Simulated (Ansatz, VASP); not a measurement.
# Two plane-wave programs on Zn3SeS2

```
Zn Se S
1.0
    -1.95879    1.95879    8.30710
     1.95879   -1.95879    8.30710
     1.95879    1.95879   -8.30710
Zn Se S
3 1 2
Direct
  0.66071 0.66071 0.00000
  0.00000 0.00000 0.00000
  0.33929 0.33929 0.00000
  0.75000 0.25000 0.50000
  0.08035 0.58035 0.50000
  0.41965 0.91965 0.50000
```

Alike in both runs: functional PBE; k mesh 10 × 10 × 10; occupations gaussian, width 0.02 eV; no spin polarisation.

Ansatz relaxed the structure, and its values are those at the end. VASP's run is a single point on that final structure, the one shown.

|  | VASP | Ansatz |
| --- | --- | --- |
| version | VASP 6.6.1 | Ansatz 0.2.0 |
| potentials or method | VASP PAW PBE potentials, release 64 (Zn, Se, S), cutoff 520 eV | scalar-relativistic, plane waves, PAW |
| valence electrons in the cell | 54 | 64 |

Ansatz gave:

| Quantity | Value |
| --- | --- |
| gap on the k mesh at the Fermi level (eV) | 1.63 |
| least direct gap on the mesh (eV) | 1.63 |
| pressure (GPa) | 0.0 |

Question: Which values does VASP return?

Answer: gap on the k mesh at the Fermi level (eV): 1.63; least direct gap on the mesh (eV): 1.63; pressure (GPa): 0.2.

VASP's potentials hold 54 valence electrons a cell and Ansatz's 64, so a difference there can come from the potentials and not from the codes.
